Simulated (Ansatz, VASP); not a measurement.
## NaCl: VASP beside Ansatz

```
Na Cl
1.0
     0.00000    2.78775    2.78775
     2.78775    0.00000    2.78775
     2.78775    2.78775    0.00000
Na Cl
1 1
Direct
  0.00000 0.00000 0.00000
  0.50000 0.50000 0.50000
```

Alike in both runs: functional PBE; dispersion D3(BJ); k mesh 8 × 8 × 8; occupations gaussian, width 0.02 eV; no spin polarisation.

Ansatz relaxed the structure, and its values are those at the end. VASP's run is a single point on that final structure, the one shown.

|  | VASP | Ansatz |
| --- | --- | --- |
| version | VASP 6.6.1 | Ansatz 0.2.0 |
| potentials or method | VASP PAW PBE potentials, release 64 (Na_pv, Cl), cutoff 520 eV | scalar-relativistic, plane waves, PAW |
| valence electrons in the cell | 14 | 16 |

|  | VASP | Ansatz | Ansatz less VASP |
| --- | --- | --- | --- |
| gap on the k mesh at the Fermi level (eV) | 5.24 | 5.24 | 0.000 |
| least direct gap on the mesh (eV) | 5.24 | 5.24 | 0.000 |
| pressure (GPa) | 0.0 | 0.0 | +0.03 |

VASP's potentials hold 14 valence electrons a cell and Ansatz's 16, so a difference there can come from the potentials and not from the codes.
